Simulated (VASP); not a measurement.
Set up this calculation in VASP 6.6.1, as the native input.

- Task: relaxation of cell and atoms
- Functional: PBE
- Potentials or basis: VASP PAW PBE potentials, release 64 (Cs_sv, P)
- Cutoff: 600 eV
- k mesh: 4 × 4 × 4
- Occupations: gaussian, width 0.1 eV
- Spin: no spin polarisation
- Dipole correction: no
- Further INCAR settings: ALGO = Normal; EDIFF = 1e-06; IBRION = 2; EDIFFG = -0.04; NSW = 90; ISIF = 3

The structure of CsP2 lies in POSCAR:

```
CsP2
1.0
    0.0000000000      3.3946365317      3.3946365317
    3.3946365317      0.0000000000      3.3946365317
    3.3946365317      3.3946365317      0.0000000000
Cs P
1 2
Direct
    0.0000000000      0.0000000000      0.0000000000
    0.2500000000      0.2500000000      0.2500000000
    0.7500000000      0.7500000000      0.7500000000
```

The input as run:

INCAR

```
SYSTEM = CsP2
PREC     = Accurate       ! precision mode
ENCUT    = 600            ! plane-wave cutoff, eV
EDIFF    = 1E-6           ! SCF threshold, eV
ISMEAR   = 0              ! smearing method
SIGMA    = 0.1            ! smearing width, eV
LREAL    = .FALSE.        ! projectors in reciprocal space
LASPH    = .TRUE.         ! aspherical terms in the spheres
NELM     = 60             ! most SCF steps
ALGO     = Normal         ! electronic algorithm
ISIF     = 3              ! what is computed and relaxed
LWAVE    = .FALSE.        ! write WAVECAR
LCHARG   = .FALSE.        ! write CHGCAR
GGA      = PE             ! functional
IBRION   = 2              ! ionic algorithm
NSW      = 90             ! ionic steps
EDIFFG   = -0.04          ! ionic threshold
```

KPOINTS

```
Automatic mesh
0
G
  4 4 4
  0 0 0
```

Potentials or basis: VASP PAW PBE potentials, release 64 (Cs_sv, P).

The run is started by

```bash
$ cat potpaw_PBE.64/Cs_sv/POTCAR potpaw_PBE.64/P/POTCAR > POTCAR
$ mpirun -np 1 vasp_std > vasp.out
```

Results of the run:

```
Relaxed volume                         : 35.01 Å³/atom
Relaxed cell                           : a = 5.296 Å, b = 5.296 Å, c = 5.296 Å, α = 60.00°, β = 60.00°, γ = 60.00°
Space group after relaxing (to 0.05 Å) : Fm-3m (No. 225)
Energy gained by relaxing              : 203.3 meV/atom
Ionic steps                            : 4
Pressure after relaxing                : -0.1 GPa
```

Caveat: the k points lie up to 0.36 Å⁻¹ apart in the final cell; the volume moved by over 15 % at a fixed basis, so the end points are rough.

It took 49 s on 1 thread of Intel Xeon 6975P-C (shared host), peak memory 0.25 GiB.
